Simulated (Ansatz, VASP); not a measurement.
## One calculation of NaI, two programs

```
I Na
1.0
     0.00000    3.23640    3.23640
     3.23640    0.00000    3.23640
     3.23640    3.23640    0.00000
I Na
1 1
Direct
  0.50000 0.50000 0.50000
  0.00000 0.00000 0.00000
```

Alike in both runs: functional r2SCAN; k mesh 8 × 8 × 8; no spin polarisation.

|  | VASP | Ansatz |
| --- | --- | --- |
| version | VASP 6.6.1 | Ansatz 0.2.0 |
| potentials or method | VASP PAW PBE potentials, release 64 (I, Na_pv) | Ansatz PAW |
| plane-wave cutoff (eV) | 520 | 500 |
| occupations | gaussian, width 0.01 eV | fixed |
| valence electrons in the cell | 14 | 26 |
| task | single point | band structure |

|  | VASP | Ansatz | Ansatz less VASP |
| --- | --- | --- | --- |
| gap on the k mesh at the Fermi level (eV) | 4.44 | 4.43 | -0.009 |
| least direct gap on the mesh (eV) | 4.44 | 4.43 | -0.009 |
| pressure (GPa) | -0.2 | -0.1 | +0.09 |

VASP's potentials were made for PBE, not for r2SCAN. VASP's potentials hold 14 valence electrons a cell and Ansatz's 26, so a difference there can come from the potentials and not from the codes.

Spin-orbit coupling is off throughout.
